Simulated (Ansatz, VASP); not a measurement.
## Two plane-wave programs on Ca

```
Ca
1.0
     0.00000    3.03547    2.36767
     3.03547    0.00000    2.36767
     3.03547    3.03547    0.00000
Ca
1
Direct
  0.00000 0.00000 0.00000
```

Alike in both runs: task single point; functional LDA; k mesh 16 × 16 × 16; occupations gaussian, width 0.15 eV; no spin polarisation.

|  | VASP | Ansatz |
| --- | --- | --- |
| version | VASP 6.6.1 | Ansatz 0.2.0 |
| potentials or method | VASP PAW LDA potentials, release 64 (Ca_sv), cutoff 520 eV | scalar-relativistic, plane waves, PAW |
| valence electrons in the cell | 10 | 10 |

|  | VASP | Ansatz | Ansatz less VASP |
| --- | --- | --- | --- |
| gap on the k mesh at the Fermi level (eV) | none | none | - |
| pressure (GPa) | -2.2 | -2.2 | 0.00 |
| traceless stress, the component that is largest in VASP (GPa) | 0.15 | 0.15 | +0.002 |

LDA's correlation is that of Perdew and Zunger in VASP and of Perdew and Wang (1992) in Ansatz. A gap of «none» marks a metal or a gap that the smearing closes.
